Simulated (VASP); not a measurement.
**CaO: relaxation of cell and atoms with PBEsol**

Crystal: CaO.

```
CELL_PARAMETERS angstrom
2.38358 2.38358 0.00000
-2.38358 2.38358 0.00000
0.00000 2.38358 2.38358
ATOMIC_POSITIONS crystal
Ca 0.00000 0.00000 0.00000
O 0.50000 0.50000 0.00000
```

```json
{
 "Program": "VASP 6.6.1",
 "Task": "relaxation of cell and atoms",
 "Functional": "PBEsol",
 "Potentials or basis": "VASP PAW PBE potentials, release 64 (Ca_sv, O)",
 "Cutoff": "600 eV",
 "k mesh": "8 × 8 × 8",
 "Occupations": "gaussian, width 0.01 eV",
 "Spin": "no spin polarisation",
 "Target pressure": "15 GPa",
 "Dipole correction": "no",
 "Further INCAR settings": "ALGO = Normal; EDIFF = 1e-07; IBRION = 2; EDIFFG = -0.002; NSW = 100; ISIF = 3"
}
```

The relaxed volume is 12.27 Å³/atom, the relaxed cell is a = 3.262 Å, b = 3.262 Å, c = 3.262 Å, α = 60.00°, β = 60.00°, γ = 90.00° and the space group after relaxing (to 0.1 Å) is Fm-3m (No. 225). The energy change on relaxing (the run minimises the enthalpy) is +56.9 meV/atom. The ionic steps are 6 and the pressure after relaxing is 15.0 GPa. The band gap on the k mesh is 3.44 eV (least direct gap 3.78 eV).

The path:
| step | energy change (eV) | largest force (eV/Å) | pressure (GPa) | volume (Å³) |
| --- | --- | --- | --- | --- |
| 1 | 0.0000 | 0.0000 | 0.57 | 27.08 |
| 2 | 0.3980 | 0.0000 | 32.62 | 22.58 |
| 3 | 0.1111 | 0.0000 | 14.79 | 24.57 |
| 4 | 0.1156 | 0.0000 | 15.14 | 24.52 |
| 5 | 0.1123 | 0.0000 | 14.91 | 24.56 |
| 6 | 0.1139 | 0.0000 | 15.01 | 24.54 |

Final structure:
```
Ca O
1.0
     2.30646    2.30646    0.00000
    -2.30646    2.30646    0.00000
     0.00000    2.30646    2.30646
Ca O
1 1
Cartesian
  0.0000 4.6129 0.0000
  0.0000 2.3065 0.0000
```

Levels at points of the mesh, in eV from the valence-band top:
| k point | band 4 | band 5 | band 6 | band 7 | band 8 | band 9 | band 10 | band 11 | band 12 |
| --- | --- | --- | --- | --- | --- | --- | --- | --- | --- |
| (0.00, 0.00, 0.00) | -17.65 | -15.69 | 0.00 | 0.00 | 0.00 | 5.63 | 6.46 | 6.46 | 6.46 |
| (0.50, 0.00, 0.00) | -17.72 | -13.83 | -3.00 | -1.50 | -1.50 | 7.59 | 9.05 | 9.05 | 9.30 |
| (0.50, 0.50, 0.00) | -18.00 | -15.47 | -1.22 | -0.34 | -0.34 | 3.44 | 9.00 | 9.63 | 10.44 |

It took 30 s on 1 thread of Intel(R) Xeon(R) 6975P-C (Granite Rapids) (shared host), peak memory 0.17 GiB.

Caveat: the cell is relaxed towards a set pressure, so the run minimises the enthalpy, not the energy; the PAW data sets were made with another functional, which shifts forces and pressure a little. A k mesh can miss the band edges.
